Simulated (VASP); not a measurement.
A run of VASP 6.6.1:

The input INCAR:

```
PREC = Accurate ; ENCUT = 520
EDIFF = 1E-7 ; ISMEAR = -1
SIGMA = 0.1 ; LREAL = False
LASPH = True ; NELM = 150
ALGO = Normal ; ISIF = 2
LWAVE = False ; LCHARG = False
ISPIN = 2 ; MAGMOM = 0.35 0.35
LORBIT = 11 ; NUPDOWN = 0.7
LMAXMIX = 4 ; GGA = PS
NBANDS = 20
```

Contents of KPOINTS:

```
Automatic mesh
0
Gamma
  11 11 11
```

POSCAR

```
TiRe
1.0
    3.1180000000      0.0000000000      0.0000000000
    0.0000000000      3.1180000000      0.0000000000
    0.0000000000      0.0000000000      3.1180000000
Ti Re
1 1
Direct
    0.5000000000      0.5000000000      0.5000000000
    0.0000000000      0.0000000000      0.0000000000
```

Potentials or basis: VASP PAW PBE potentials, release 64 (Ti_sv, Re).

Command:

```console
$ cat potpaw_PBE.64/Ti_sv/POTCAR potpaw_PBE.64/Re/POTCAR > POTCAR
$ mpirun -np 1 vasp_std > vasp.out
```

Hardware: 1 thread of Intel(R) Xeon(R) Platinum 8488C (Sapphire Rapids), with other jobs on the host.

How long does it take, and how much memory?

Run time: 42 s on 1 thread of Intel(R) Xeon(R) Platinum 8488C (Sapphire Rapids) (shared host), peak memory 0.19 GiB. Counts: scf iterations 15, k points 56.
